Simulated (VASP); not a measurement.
Write the native input for VASP 6.6.1 that does the following.

```
Task                   : single point
Functional             : PBE
Potentials or basis    : VASP PAW PBE potentials, release 64 (Ba_sv, O)
Cutoff                 : 600 eV
k mesh                 : 8 × 8 × 8
Occupations            : gaussian, width 0.02 eV
Spin                   : no spin polarisation
Dipole correction      : no
Further INCAR settings : ALGO = Normal; EDIFF = 1e-06; NBANDS = 15
```

The structure of BaO lies in POSCAR:

```
BaO
1.0
    0.0000000000      2.7595318786      2.7595318786
    2.7595318786      0.0000000000      2.7595318786
    2.7595318786      2.7595318786      0.0000000000
Ba O
1 1
Direct
    0.0000000000      0.0000000000      0.0000000000
    0.5000000000      0.5000000000      0.5000000000
```

This cell differs from its parent crystal: Sr replaced by Ba, lengths x 1.046, strained.

One way to write it, as run:

INCAR

```
SYSTEM = BaO
ALGO = Normal
EDIFF = 1E-6
ENCUT = 600
GGA = PE
GGA_COMPAT = .FALSE.
ISIF = 2
ISMEAR = 0
LASPH = .TRUE.
LCHARG = .FALSE.
LREAL = .FALSE.
LWAVE = .FALSE.
NBANDS = 15
NELM = 120
PREC = Accurate
SIGMA = 0.02
```

KPOINTS

```
k-points
0
G
  8 8 8
  0 0 0
```

Potentials or basis: VASP PAW PBE potentials, release 64 (Ba_sv, O).

The run is started by

```bash
$ cat potpaw_PBE.64/Ba_sv/POTCAR potpaw_PBE.64/O/POTCAR > POTCAR
$ mpirun -np 1 vasp_std > vasp.out
```

It gave:

```
Pressure               : 3.9 GPa
Band gap on the k mesh : 1.94 eV
```

Caveat: the cell differs from its parent crystal (Sr replaced by Ba, lengths x 1.046, strained); the cell stands under pressure; spin-orbit coupling is left out, which moves the levels of the heavy elements.

Run time: 24 s on 1 thread of AMD EPYC 7R43 64-Core Processor (Zen 3), on a shared host, peak memory 0.15 GiB.
